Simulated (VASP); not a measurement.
# Al (Fm-3m) in VASP: further runs

The runs below take Al through single point, with PBE exchange alone.

Program: VASP 6.6.1. These are calculated values, not measurements. Logs are shortened: lines on timing, memory, paths and dates and some standing lists are left out, and cuts for length are marked.

## (1) The cell of the first run

The structure is cubic, space group Fm-3m (No. 225). Conventional cell: a = 4.103 Å, b = 4.103 Å, c = 4.103 Å, α = 90.00°, β = 90.00°, γ = 90.00°. Within 3.8 Å of Al (site symmetry m-3m) lie 12 Al at 2.90 Å.

## (2) Single point, PBE exchange alone

INCAR

```
SYSTEM = Al
PREC = Accurate ; ENCUT = 520
EDIFF = 1E-6 ; ISMEAR = -1
SIGMA = 0.05 ; LREAL = .False.
LASPH = .True. ; NELM = 80
ALGO = Normal ; ISIF = 2
LWAVE = .False. ; LCHARG = .False.
GGA = PE ; ALDAC = 0.0
AGGAC = 0.0 ; NBANDS = 8
```

KPOINTS

```
Automatic mesh
0
Gamma
  11 11 11
  0 0 0
```

POSCAR

```
Al
1.0
    0.0000000000      2.0514502267      2.0514502267
    2.0514502267      0.0000000000      2.0514502267
    2.0514502267      2.0514502267      0.0000000000
Al
1
Direct
    0.0000000000      0.0000000000      0.0000000000
```

Potentials or basis: VASP PAW PBE potentials, release 64 (Al).

On the command line:

```console
$ cat potpaw_PBE.64/Al/POTCAR > POTCAR
$ mpirun -np 1 vasp_std > vasp.out
```

OUTCAR:

```text
SYSTEM = Al
   PREC = Accurate
   ENCUT = 520
   EDIFF = 1E-6
   ISMEAR = -1
   LREAL = .False.
   LASPH = .True.
   NELM = 80
   ISIF = 2
   GGA = PE

 ion  position               nearest neighbor table
   1  0.000  0.000  0.000-

  LATTYP: Found a face centered cubic cell.
 ALAT       =     4.1029004534

  Lattice vectors:

 A1 = (   0.0000000000,   2.0514502267,   2.0514502267)
 A2 = (   2.0514502267,   0.0000000000,   2.0514502267)
 A3 = (   2.0514502267,   2.0514502267,   0.0000000000)

Analysis of symmetry for initial positions (statically):
=====================================================================
 Subroutine PRICEL returns:
 Original cell was already a primitive cell.

 Routine SETGRP: Setting up the symmetry group for a
 face centered cubic supercell.

 Subroutine GETGRP returns: Found 48 space group operations
 (whereof 48 operations were pure point group operations)
 out of a pool of 48 trial point group operations.

The static configuration has the point symmetry O_h .

Analysis of symmetry for dynamics (positions and initial velocities):
=====================================================================
 Subroutine PRICEL returns:
 Original cell was already a primitive cell.

 Routine SETGRP: Setting up the symmetry group for a
 face centered cubic supercell.

 Subroutine GETGRP returns: Found 48 space group operations
 (whereof 48 operations were pure point group operations)
 out of a pool of 48 trial point group operations.

The dynamic configuration has the point symmetry O_h .

 Subroutine INISYM returns: Found 48 space group operations
 (whereof 48 operations are pure point group operations),
 and found     1 'primitive' translations

----------------------------------------------------------------------------------------

                                     Primitive cell

  volume of cell :      17.2668

  direct lattice vectors                    reciprocal lattice vectors
     0.000000000  2.051450227  2.051450227    -0.243730018  0.243730018  0.243730018
     2.051450227  0.000000000  2.051450227     0.243730018 -0.243730018  0.243730018
     2.051450227  2.051450227  0.000000000     0.243730018  0.243730018 -0.243730018

  length of vectors
     2.901188733  2.901188733  2.901188733     0.422152774  0.422152774  0.422152774

  position of ions in fractional coordinates (direct lattice)
     0.000000000  0.000000000  0.000000000

  ion indices of the primitive-cell ions
   primitive index   ion index
                 1           1

----------------------------------------------------------------------------------------

 KPOINTS: Automatic mesh

Automatic generation of k-mesh.
 Grid dimensions read from file:
 generate k-points for:   11   11   11

 Generating k-lattice:

  Cartesian coordinates                     Fractional coordinates (reciprocal lattice)
    -0.022157274  0.022157274  0.022157274     0.090909091  0.000000000  0.000000000
     0.022157274 -0.022157274  0.022157274     0.000000000  0.090909091  0.000000000
     0.022157274  0.022157274 -0.022157274     0.000000000  0.000000000  0.090909091

  Length of vectors
     0.038377525  0.038377525  0.038377525

  Shift w.r.t. Gamma in fractional coordinates (k-lattice)
     0.000000000  0.000000000  0.000000000

 Subroutine IBZKPT returns following result:
 ===========================================

 Found     56 irreducible k-points:

 Following reciprocal coordinates:
            Coordinates               Weight
  0.000000  0.000000  0.000000      1.000000
  0.090909  0.000000  0.000000      8.000000
  0.181818  0.000000  0.000000      8.000000
  0.272727  0.000000  0.000000      8.000000
  0.363636  0.000000  0.000000      8.000000
  0.454545  0.000000  0.000000      8.000000
[... 16 lines left out ...]
 -0.272727  0.181818  0.000000     24.000000
 -0.181818  0.181818  0.000000     12.000000
 [... further k-points ...]
   k-points           NKPTS =     56   k-points in BZ     NKDIM =     56   number of bands    NBANDS=      8
   number of dos      NEDOS =    301   number of ions     NIONS =      1
   total plane-waves  NPLWV =  13824
   dimension x,y,z NGX =    24 NGY =   24 NGZ =   24
   dimension x,y,z NGXF=    48 NGYF=   48 NGZF=   48
   ions per type =               1
   NGX,Y,Z   is equivalent  to a cutoff of  13.75, 13.75, 13.75 a.u.
   NGXF,Y,Z  is equivalent  to a cutoff of  27.51, 27.51, 27.51 a.u.
 SYSTEM =  Al
   PREC   = accura    normal or accurate (medium, high low for compatibility)
   ISTART =      0    job   : 0-new  1-cont  2-samecut
   ICHARG =      2    charge: 1-file 2-atom 10-const
   ISPIN  =      1    spin polarized calculation?
   LNONCOLLINEAR =      F non collinear calculations
   LSORBIT =      F    spin-orbit coupling
   LASPH  =      T    aspherical Exc in radial PAW
   ENCUT  =  520.0 eV  38.22 Ry    6.18 a.u.   5.39  5.39  5.39*2*pi/ulx,y,z
   NELM   =     80;   NELMIN=  2; NELMDL= -5     # of ELM steps
   EDIFF  = 0.1E-05   stopping-criterion for ELM
   LREAL  =      F    real-space projection
   EDIFFG = 0.1E-04   stopping-criterion for IOM
   NSW    =      0    number of steps for IOM
   IBRION =     -1    ionic relax: 0-MD 1-quasi-New 2-CG
   NFREE  =      0    steps in history (QN), initial steepest desc. (CG)
   ISIF   =      2    stress and relaxation
   ISYM   =      2    0-nonsym 1-usesym 2-fastsym
   POTIM  = 0.5000    time-step for ionic-motion
   TEBEG  =    0.0;   TEEND  =   0.0 temperature during run
   PSTRESS=    0.0 pullay stress
   NELECT =       3.0000    total number of electrons
   NUPDOWN=      -1.0000    fix difference up-down
   EMIN   =  10.00;   EMAX   =-10.00  energy-range for DOS
   EFERMI =   0.00;   METHOD = LEGACY
   ISMEAR =    -1;   SIGMA  =   0.05  broadening in eV -4-tet -1-fermi 0-gaus
   EFERMI_NEDOS =   21; number of points for ismear=-14 and -15
   IALGO  =     38    algorithm
   IMIX   =      4    mixing-type and parameters
     AMIX     =   0.40;   BMIX     =  1.00
     AMIX_MAG =   1.60;   BMIX_MAG =  1.00
  volume/ion in A,a.u.               =      17.27       116.52
  Fermi-wavevector in a.u.,A,eV,Ry     =   0.913505  1.726274 11.353945  0.834491
  Thomas-Fermi vector in A             =   2.038024
   LORBIT       =      0    0 simple, 1 ext, 2 COOP (PROOUT), +10 PAW based schemes
   GGA     = PE    functional components
   LHFCALC =     F    Hartree Fock is set to
   AEXX    =    0.0000 exact exchange contribution
   IVDW    =     0    specifies the selected vdW correction
   LEPSILON=     F    determine dielectric tensor
   LRPA    =     F    only Hartree local field effects (RPA)
 non-spin polarized calculation
  energy-cutoff  :      520.00
  volume of cell :       17.27
 maximum number of plane-waves:       483
 NGX is ok and might be reduce to    24
   NGX = 11   NGY = 11   NGZ = 11

 number of electron       3.0000000 magnetization

 Free energy of the ion-electron system (eV)
  ---------------------------------------------------
  ext. energy  EPLUGINS =         0.00000000
  ---------------------------------------------------
  free energy    TOTEN  =        -1.96451934 eV

  energy without entropy =       -1.96051430  energy(sigma->0) =       -1.96251682

 E-fermi :   9.0145     XC(G=0):  -8.5413

 val. band max:        8.7792254299   @ k =  -0.4545   0.4545   0.0909
 cond. band min:       9.0179394923   @ k =   0.4545   0.1818   0.0909
 fundamental gap:      0.2387140624
 Fermi energy:         9.0144981676

 k-point     1 :       0.0000    0.0000    0.0000
  band No.  band energies     occupation
      1      -1.8256      2.00000
      2      21.3217      0.00000
      3      21.3217      0.00000
      4      21.3217      0.00000
      5      22.4198      0.00000
      6      22.4198      0.00000
      7      22.4198      0.00000
      8      25.1722      0.00000

 k-point     2 :       0.0909    0.0000    0.0000
  band No.  band energies     occupation
      1      -1.6078      2.00000
      2      18.4035      0.00000
      3      20.6023      0.00000
      4      20.6023      0.00000
      5      23.2379      0.00000
      6      23.4518      0.00000
      7      23.4518      0.00000
      8      26.8205      0.00000

 k-point     3 :       0.1818    0.0000    0.0000
  band No.  band energies     occupation
      1      -0.9564      2.00000
      2      14.8540      0.00000
      3      19.8565      0.00000
      4      19.8565      0.00000
      5      23.0738      0.00000
      6      24.2804      0.00000
      7      24.2804      0.00000
      8      25.9725      0.00000

 k-point     4 :       0.2727    0.0000    0.0000
  band No.  band energies     occupation
      1       0.1229      2.00000
      2      11.5180      0.00000
      3      19.4448      0.00000
      4      19.4448      0.00000
      5      22.8813      0.00000
      6      22.8813      0.00000
      7      22.8975      0.00000
      8      26.9368      0.00000

 k-point     5 :       0.3636    0.0000    0.0000
  band No.  band energies     occupation
      1       1.6208      2.00000
      2       8.4945      1.99994
      3      19.3902      0.00000
      4      19.3902      0.00000
      5      21.5097      0.00000
      6      21.5097      0.00000
      7      22.9790      0.00000
      8      25.4672      0.00000
[... 177 lines left out ...]
 k-point    22 :      -0.3636    0.1818    0.0000
  band No.  band energies     occupation
      1       3.5950      2.00000
      2       7.3840      2.00000
      3      13.5110      0.00000
      4      17.7149      0.00000
      5      19.6273      0.00000
      6      23.9759      0.00000
      7      26.4715      0.00000
      8      29.3977      0.00000

 k-point    23 :      -0.2727    0.1818    0.0000
  band No.  band energies     occupation
      1       1.8337      2.00000
      2      10.1063      0.00000
      3      13.3678      0.00000
      4      18.8907      0.00000
      5      20.8949      0.00000
      6      23.7775      0.00000
      7      26.0392      0.00000
      8      26.5969      0.00000

 k-point    24 :      -0.1818    0.1818    0.0000
  band No.  band energies     occupation
      1       0.4810      2.00000
      2      12.7322      0.00000
      3      14.0507      0.00000
      4      20.4054      0.00000
      5      22.4760      0.00000
      6      23.5656      0.00000
      7      24.5038      0.00000
      8      25.4099      0.00000

 [... further k-points ...]

------------------------ aborting loop because EDIFF is reached ----------------------------------------

  FORCE on cell =-STRESS in cart. coord.  units (eV):
  Direction    XX          YY          ZZ          XY          YZ          ZX
  --------------------------------------------------------------------------------------
  -------------------------------------------------------------------------------------
  Total        0.6690363      0.6690363      0.6690363      0.0000000      0.0000000      0.0000000
  in kB       62.0793746     62.0793746     62.0793746      0.0000000      0.0000000      0.0000000
  external PRESSURE =      62.0793746 kB  Pullay stress =       0.0000000 kB

 VOLUME and BASIS-vectors are now :
 -----------------------------------------------------------------------------
  energy-cutoff  :      520.00
  volume of cell :       17.27
      direct lattice vectors                 reciprocal lattice vectors
     0.000000000  2.051450227  2.051450227    -0.243730018  0.243730018  0.243730018
     2.051450227  0.000000000  2.051450227     0.243730018 -0.243730018  0.243730018
     2.051450227  2.051450227  0.000000000     0.243730018  0.243730018 -0.243730018

 POSITION                                       TOTAL-FORCE (eV/Angst)
 -----------------------------------------------------------------------------------
      0.00000      0.00000      0.00000        -0.000000      0.000000      0.000000
 -----------------------------------------------------------------------------------
    total drift:                                0.000000      0.000000     -0.000000

  FREE ENERGIE OF THE ION-ELECTRON SYSTEM (eV)
  ---------------------------------------------------
  free  energy   TOTEN  =        -1.9645193419 eV

  energy  without entropy=       -1.9605143000  energy(sigma->0) =       -1.96251682
```

Wall time 3.4 s (1 thread of Intel Xeon 6975P-C, shared host); peak memory 0.13 GiB.

Results:

| Property | Result |
| --- | --- |
| Free energy | -1.9645 eV |
| Pressure | 6.2 GPa |

## (3) Single point, PBE exchange alone

This run uses another cell than the first one, of 17.60 Å³/atom, 1.019 times its volume.

INCAR

```
SYSTEM = Al
  PREC = Accurate
  ENCUT = 520
  EDIFF = 1E-6
  ISMEAR = -1
  SIGMA = 0.05
  LREAL = .False.
  LASPH = .True.
  NELM = 80
  ALGO = Normal
  ISIF = 2
  LWAVE = .False.
  LCHARG = .False.
  GGA = PE
  ALDAC = 0.0
  AGGAC = 0.0
  NBANDS = 8
```

KPOINTS

```
regular mesh
0
Gamma
  11 11 11
  0 0 0
```

POSCAR

```
Al
1.0
    0.0000000000      2.0645171409      2.0645171409
    2.0645171409      0.0000000000      2.0645171409
    2.0645171409      2.0645171409      0.0000000000
Al
1
Direct
    0.0000000000      0.0000000000      0.0000000000
```

Potentials or basis: VASP PAW PBE potentials, release 64 (Al).

On the command line:

```console
$ cat potpaw_PBE.64/Al/POTCAR > POTCAR
$ mpirun -np 1 vasp_std > vasp.out
```

Run time: 3.7 s. Hardware: 1 thread of Intel Xeon 6975P-C, shared host; peak memory 0.13 GiB.

Results (log left out):

```yaml
Free_energy: -1.9760 eV
Pressure: 4.9 GPa
```

Levels at points of the mesh, in eV from the Fermi level:
```tsv
k point	band 1	band 2	band 3	band 4	band 5	band 6
(0.00, 0.00, 0.00)	-10.71	12.21	12.21	12.21	13.16	13.16
```
